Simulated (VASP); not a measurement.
A run of VASP 6.6.1:

INCAR

```
  ALGO = Normal
  EDIFF = 1E-6
  ENCUT = 520
  ISIF = 2
  ISMEAR = -1
  LASPH = True
  LCHARG = True
  LELF = True
  LREAL = False
  LVHAR = True
  LWAVE = False
  NBANDS = 12
  NELM = 100
  PREC = Accurate
  SIGMA = 0.1
```

File KPOINTS:

```
k-points
0
Gamma
  25 25 25
```

POSCAR

```
V
1.0
   -1.5200002174      1.5200002174      1.5200002174
    1.5200002174     -1.5200002174      1.5200002174
    1.5200002174      1.5200002174     -1.5200002174
V
1
Direct
    0.0000000000      0.0000000000      0.0000000000
```

Potentials or basis: VASP PAW LDA potentials, release 64 (V_sv).

The run is started by

```console
$ cat potpaw_LDA.64/V_sv/POTCAR > POTCAR
$ mpirun -np 1 vasp_std > vasp.out
```

Hardware: 1 thread of AMD EPYC 9R45 96-Core Processor (Zen 5), with other jobs on the host.

Task: Estimate the wall time of this run.

Result: Run time: 28 s on 1 thread of AMD EPYC 9R45 96-Core Processor (Zen 5), on a shared host, peak memory 0.14 GiB. Counts: scf iterations 11, k points 455.
